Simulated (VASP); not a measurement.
Crystal: Pb.

```
CELL_PARAMETERS angstrom
3.19966 0.00000 0.00000
0.00000 3.19966 0.00000
0.00000 0.00000 3.19966
ATOMIC_POSITIONS crystal
Pb 0.00000 0.00000 0.00000
```

* Program: VASP 6.6.1
* Task: relaxation of cell and atoms
* Functional: LDA
* Potentials or basis: VASP PAW LDA potentials, release 64 (Pb_d)
* Cutoff: 600 eV
* k mesh: 10 × 10 × 10
* Occupations: fermi-dirac, width 0.1 eV
* Spin: no spin polarisation

At the start: pressure -2.1 GPa; volume 32.76 Å³/atom.

Q: Where does the relaxation end?

A: Over 3 steps the energy falls by 10.8 meV/atom and the volume is 31.18 Å³/atom (-4.8 %); space group Pm-3m (No. 221, to 0.05 Å).

Step by step:
| step | energy change (eV) | largest force (eV/Å) | pressure (GPa) | volume (Å³) |
| --- | --- | --- | --- | --- |
| 1 | 0.0000 | 0.0000 | -2.05 | 32.76 |
| 2 | -0.0101 | 0.0000 | 0.61 | 30.81 |
| 3 | -0.0108 | 0.0000 | -0.01 | 31.18 |

Final structure:
```
Pb
1.0
     3.14732    0.00000    0.00000
     0.00000    3.14732    0.00000
     0.00000    0.00000    3.14732
Pb
1
Direct
  0.00000 0.00000 0.00000
```
